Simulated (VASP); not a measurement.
## Bi: single point with PBE

Bi:

```
Bi
1.0
     5.96692    0.00000    0.00000
    -2.98346    5.16750    0.00000
     0.00000    0.00000    3.98334
Bi
2
Direct
  0.33333 0.66667 0.55800
  0.66667 0.33333 0.44200
```

The cell was built from a structure type or drawn by symmetry, and may not be a known phase.

* Program: VASP 6.6.1
* Task: single point
* Functional: PBE
* Potentials or basis: VASP PAW PBE potentials, release 64 (Bi_d)
* Cutoff: 520 eV
* k mesh: 3 × 3 × 4
* Occupations: gaussian, width 0.1 eV
* Spin: no spin polarisation
* Dipole correction: no
* Further INCAR settings: ALGO = Normal; EDIFF = 1e-06; NBANDS = 22

```yaml
Pressure: -5.4 GPa
Largest_force: 0.216 eV/Å
Band_gap_on_the_k_mesh: zero (bands 15 and 16 overlap by 1.59 eV)
```

Forces in eV/Å, atoms in the order of the input:
```
Bi   0.000  0.000 -0.216
Bi   0.000  0.000  0.216
```

Stress tensor (GPa, compression positive):
```
-5.84  0.00  0.00
 0.00 -5.84  0.00
 0.00  0.00 -4.61
```

Levels at points of the mesh, in eV from the Fermi level:
```
           k point  band 13  band 14  band 15  band 16  band 17  band 18
(0.00, 0.00, 0.00)    -1.89    -1.89     0.92     0.92     1.25     2.69
(0.00, 0.00, 0.50)    -2.65    -1.17    -1.17    -0.40     1.66     1.66
```

Wall time 12 s on 1 thread of Intel(R) Xeon(R) 6975P-C (Granite Rapids), with other jobs on the host, peak memory 0.24 GiB.

Caveat: the k points lie up to 0.41 Å⁻¹ apart, too coarse for converged energies and pressures of a metal; spin-orbit coupling is left out, which moves the levels of the heavy elements.
